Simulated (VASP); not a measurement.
Here is a VASP 6.6.1 calculation.

INCAR

```
SYSTEM = Ba
ALGO = Fast
EDIFF = 1E-7
ENCUT = 520
GGA = PS
ISIF = 2
ISMEAR = 0
LASPH = .TRUE.
LCHARG = .TRUE.
LELF = .TRUE.
LREAL = .FALSE.
LVHAR = .TRUE.
LWAVE = .FALSE.
NBANDS = 17
NELM = 60
PREC = Accurate
SIGMA = 0.15
```

The input KPOINTS:

```
k-points
0
G
  9 9 12
  0 0 0
```

File POSCAR:

```
Ba
1.0
    6.7861850613      0.0000000000      0.0000000000
   -3.3930925307      5.8770086578      0.0000000000
    0.0000000000      0.0000000000      4.0266753565
Ba
2
Direct
    0.3333333333      0.6666666667      0.5000000000
    0.6666666667      0.3333333333      0.5000000000
```

Potentials or basis: VASP PAW PBE potentials, release 64 (Ba_sv).

Command:

```bash
$ cat potpaw_PBE.64/Ba_sv/POTCAR > POTCAR
$ mpirun -np 1 vasp_std > vasp.out
```

Task: Estimate the pressure.

Result: -0.2 GPa.

Task: What does it give for the band gap on the k mesh?

Result: Zero (bands 10 and 11 overlap by 0.98 eV).

Stress tensor (GPa, compression positive):
```
 0.33  0.00  0.00
 0.00  0.33  0.00
 0.00  0.00 -1.17
```

Caveat: the cell differs from its parent crystal (strain -0.030 along x and y, +0.030 along z); the PAW data sets were made with another functional, which shifts forces and pressure a little; spin-orbit coupling is left out, which moves the levels of the heavy elements.
